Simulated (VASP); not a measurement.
## Pt: single point with PBE

Pt, a slab with vacuum:

```xyz
5
Lattice="2.8073 0.0000 0.0000 -1.4036 2.4312 0.0000 0.0000 0.0000 24.1686" Properties=species:S:1:pos:R:3 pbc="T T T"
Pt    1.4036    0.8104    7.5000
Pt    0.0000    1.6208    9.7921
Pt    0.0000    0.0000   12.0843
Pt    1.4036    0.8104   14.3764
Pt    0.0000    1.6208   16.6686
```

```yaml
Program: VASP 6.6.1
Task: single point
Functional: PBE
Potentials_or_basis: VASP PAW PBE potentials, release 64 (Pt)
Cutoff: 520 eV
k_mesh: 2 × 2 × 1
Occupations: gaussian, width 0.1 eV
Spin: no spin polarisation
```

| Property | Result |
| --- | --- |
| Largest force | 0.151 eV/Å |
| Band gap on the k mesh | zero (bands 25 and 26 overlap by 0.63 eV) |

Forces on the atoms (eV/Å):
```
Pt   0.000  0.000 -0.078
Pt   0.000  0.000  0.151
Pt   0.000  0.000  0.000
Pt   0.000  0.000 -0.151
Pt   0.000  0.000  0.078
```

Levels at points of the mesh, in eV from the Fermi level:
```tsv
k point	band 23	band 24	band 25	band 26	band 27	band 28	band 29	band 30
(0.00, 0.00, 0.00)	-1.57	-1.12	-1.12	-0.55	-0.55	-0.53	-0.14	-0.14
(0.50, 0.00, 0.00)	-0.07	0.00	0.09	0.15	1.57	1.89	2.40	2.49
```

It took 68 s on 1 thread of Intel Xeon 8259CL (shared host), peak memory 0.28 GiB.

Caveat: the k points lie up to 1.29 Å⁻¹ apart, too coarse for converged energies and pressures of a metal; spin-orbit coupling is left out, which moves the levels of the heavy elements.
